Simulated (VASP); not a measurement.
Here is a VASP 6.6.1 calculation.

The input INCAR:

```
SYSTEM = BP
  PREC = Accurate
  ENCUT = 520
  EDIFF = 1E-6
  ISMEAR = -1
  SIGMA = 0.08
  LREAL = .False.
  LASPH = .True.
  NELM = 80
  ALGO = Normal
  ISIF = 2
  LWAVE = .False.
  LCHARG = .False.
  GGA = PE
  NBANDS = 11
```

The input KPOINTS:

```
Automatic mesh
0
Gamma
  12 12 12
  0 0 0
```

Contents of POSCAR:

```
BP
1.0
    0.0000000000      2.3062033336      2.3062033336
    2.3062033336      0.0000000000      2.3062033336
    2.3062033336      2.3062033336      0.0000000000
B P
1 1
Direct
    0.0000000000      0.0000000000      0.0000000000
    0.7500000000      0.7500000000      0.7500000000
```

Potentials or basis: VASP PAW PBE potentials, release 64 (B, P).

Command:

```sh
$ cat potpaw_PBE.64/B/POTCAR potpaw_PBE.64/P/POTCAR > POTCAR
$ mpirun -np 1 vasp_std > vasp.out
```

(1) Estimate the band gap on the k mesh.

(2) Predict the pressure.

Results:

(1) 1.30 eV, indirect (least direct gap 3.33 eV).

(2) -6.5 GPa.
